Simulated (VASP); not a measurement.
# SrTiO3 (Pm-3m) in VASP: settings compared, part 2 of 2

VASP 6.6.1. Earlier steps stand in the parts before.

## 4. Relaxation of cell and atoms, PBEsol

This run uses another cell than the first one, of 12.20 Å³/atom, 1.023 times its volume.

INCAR

```
SYSTEM = SrTiO3
  ALGO = Normal
  EDIFF = 1E-6
  EDIFFG = -0.005
  ENCUT = 600
  GGA = PS
  IBRION = 2
  ISIF = 3
  ISMEAR = -1
  LASPH = .True.
  LCHARG = .False.
  LREAL = .False.
  LWAVE = .False.
  NELM = 60
  NSW = 80
  PREC = Accurate
  SIGMA = 0.02
```

KPOINTS

```
k-points
0
Gamma
  6 6 6
  0 0 0
```

POSCAR

```
SrTiO3
1.0
    3.9364351340      0.0000000000      0.0000000000
    0.0000000000      3.9364351340      0.0000000000
    0.0000000000      0.0000000000      3.9364351340
Sr Ti O
1 1 3
Direct
    0.0000000000      0.0000000000      0.0000000000
    0.5000000000      0.5000000000      0.5000000000
    0.5000000000      0.0000000000      0.5000000000
    0.5000000000      0.5000000000      0.0000000000
    0.0000000000      0.5000000000      0.5000000000
```

Potentials or basis: VASP PAW PBE potentials, release 64 (Sr_sv, Ti_sv, O).

The run is started by

```sh
$ cat potpaw_PBE.64/Sr_sv/POTCAR potpaw_PBE.64/Ti_sv/POTCAR potpaw_PBE.64/O/POTCAR > POTCAR
$ mpirun -np 1 vasp_std > vasp.out
```

OUTCAR:

```text
SYSTEM = SrTiO3
   EDIFF = 1E-6
   EDIFFG = -0.005
   ENCUT = 600
   GGA = PS
   IBRION = 2
   ISIF = 3
   ISMEAR = -1
   LASPH = .True.
   LREAL = .False.
   NELM = 60
   NSW = 80
   PREC = Accurate

 ion  position               nearest neighbor table
   1  0.000  0.000  0.000-   3 2.78   4 2.78   5 2.78   3 2.78   5 2.78   4 2.78   5 2.78   5 2.78
                             3 2.78   4 2.78   3 2.78   4 2.78   2 3.41   2 3.41   2 3.41   2 3.41
   2  0.500  0.500  0.500-   3 1.97   4 1.97   5 1.97   4 1.97   3 1.97   5 1.97   1 3.41   1 3.41
                             1 3.41   1 3.41   1 3.41   1 3.41   1 3.41   1 3.41
   3  0.500  0.000  0.500-   2 1.97   2 1.97   1 2.78   1 2.78   1 2.78   1 2.78
   4  0.500  0.500  0.000-   2 1.97   2 1.97   1 2.78   1 2.78   1 2.78   1 2.78
   5  0.000  0.500  0.500-   2 1.97   2 1.97   1 2.78   1 2.78   1 2.78   1 2.78

  LATTYP: Found a simple cubic cell.
 ALAT       =     3.9364351340

  Lattice vectors:
[... 188 lines left out ...]
  -------------------------------------------------------------------------------------
  Total       -2.1101281     -2.1101281     -2.1101281      0.0000000      0.0000000      0.0000000
  in kB      -55.4255611    -55.4255611    -55.4255611      0.0000000      0.0000000      0.0000000
  external PRESSURE =     -55.4255611 kB  Pullay stress =       0.0000000 kB
[... 65 lines left out ...]
--------------------------------------- Ionic step        3  -------------------------------------------

 number of electron      39.9999982 magnetization

 Free energy of the ion-electron system (eV)
  ---------------------------------------------------
  ext. energy  EPLUGINS =         0.00000000
  ---------------------------------------------------
  free energy    TOTEN  =       -42.02593636 eV

  energy without entropy =      -42.02593636  energy(sigma->0) =      -42.02593636

 E-fermi :   4.6769     XC(G=0): -11.5816

 val. band max:        4.0888500333   @ k =   0.5000   0.5000   0.5000
 cond. band min:       5.9035678204   @ k =   0.0000   0.0000   0.0000
 fundamental gap:      1.8147177871
 Fermi energy:         4.6769004829

 k-point     1 :       0.0000    0.0000    0.0000
  band No.  band energies     occupation
      1     -52.0806      2.00000
      2     -28.5312      2.00000
      3     -28.4481      2.00000
      4     -28.4481      2.00000
      5     -28.4481      2.00000
      6     -13.2994      2.00000
[... 561 lines left out ...]
  FREE ENERGIE OF THE ION-ELECTRON SYSTEM (eV)
  ---------------------------------------------------
  free  energy   TOTEN  =       -42.0259363624 eV

  energy  without entropy=      -42.0259363624  energy(sigma->0) =      -42.02593636

 reached required accuracy - stopping structural energy minimisation
```

CONTCAR:

```text
SrTiO3
   1.00000000000000
     3.8947421130516866    0.0000000000000000    0.0000000000000000
     0.0000000000000000    3.8947421130516866    0.0000000000000000
    -0.0000000000000000    0.0000000000000000    3.8947421130516866
  Sr              Ti              O
     1     1     3
Direct
     0.0000000000000000    0.0000000000000000    0.0000000000000000
     0.5000000000000000    0.5000000000000000    0.5000000000000000
     0.5000000000000000    0.0000000000000000    0.5000000000000000
     0.5000000000000000    0.5000000000000000    0.0000000000000000
     0.0000000000000000    0.5000000000000000    0.5000000000000000

  0.00000000E+00  0.00000000E+00  0.00000000E+00
  0.00000000E+00  0.00000000E+00  0.00000000E+00
  0.00000000E+00  0.00000000E+00  0.00000000E+00
  0.00000000E+00  0.00000000E+00  0.00000000E+00
  0.00000000E+00  0.00000000E+00  0.00000000E+00
```

Wall time 67 s (1 thread of AMD EPYC 7R13 (Zen 3), shared host); peak memory 0.18 GiB.

What came out:

```yaml
Free_energy: -42.0259 eV
Relaxed_volume: 11.82 Å³/atom
Relaxed_cell: a = 3.895 Å, b = 3.895 Å, c = 3.895 Å, α = 90.00°, β = 90.00°, γ = 90.00°
Space_group_after_relaxing_to_0.05_Å: Pm-3m (No. 221)
Energy_gained_by_relaxing: 6.8 meV/atom
Ionic_steps: 3
Pressure_after_relaxing: 0.0 GPa
Band_gap_on_the_k_mesh: 1.81 eV, indirect (least direct gap 2.17 eV)
```

Step by step:
| step | energy change (eV) | largest force (eV/Å) | pressure (GPa) | volume (Å³) |
| --- | --- | --- | --- | --- |
| 1 | 0.0000 | 0.0000 | -5.54 | 61.00 |
| 2 | -0.0037 | 0.0000 | 5.84 | 57.35 |
| 3 | -0.0342 | 0.0000 | -0.03 | 59.08 |

Final structure:
```
Sr Ti O
1.0
     3.89474    0.00000    0.00000
     0.00000    3.89474    0.00000
     0.00000    0.00000    3.89474
Sr Ti O
1 1 3
Direct
  0.00000 0.00000 0.00000
  0.50000 0.50000 0.50000
  0.50000 0.00000 0.50000
  0.50000 0.50000 0.00000
  0.00000 0.50000 0.50000
```

Caveat: the PAW data sets were made with another functional, which shifts forces and pressure a little.

## 5. The runs side by side

```csv
task,level,cell,cutoff (eV),smearing,gap on the mesh (eV),pressure (GPa),relaxed volume (Å³/atom)
single point,r2SCAN,"a = 3.907 Å, 5 atoms",520,gaussian 0.01 eV,2.27,0.9,-
relaxation of cell and atoms,PBE,"relaxed from a = 3.913 Å, 5 atoms",600,fermi-dirac 0.02 eV,1.81,0.0,12.23
relaxation of cell and atoms,PBEsol,"relaxed from a = 3.936 Å, 5 atoms",600,fermi-dirac 0.02 eV,1.81,0.0,11.82
```

Alike in all rows: potentials or basis VASP PAW PBE potentials, release 64 (Sr_sv, Ti_sv, O); no spin polarisation; k mesh 6 × 6 × 6.

Caveats: the PAW data sets were made with another functional, which shifts forces and pressure a little (some runs).

Absolute energies hang on the potentials; compare differences alone.
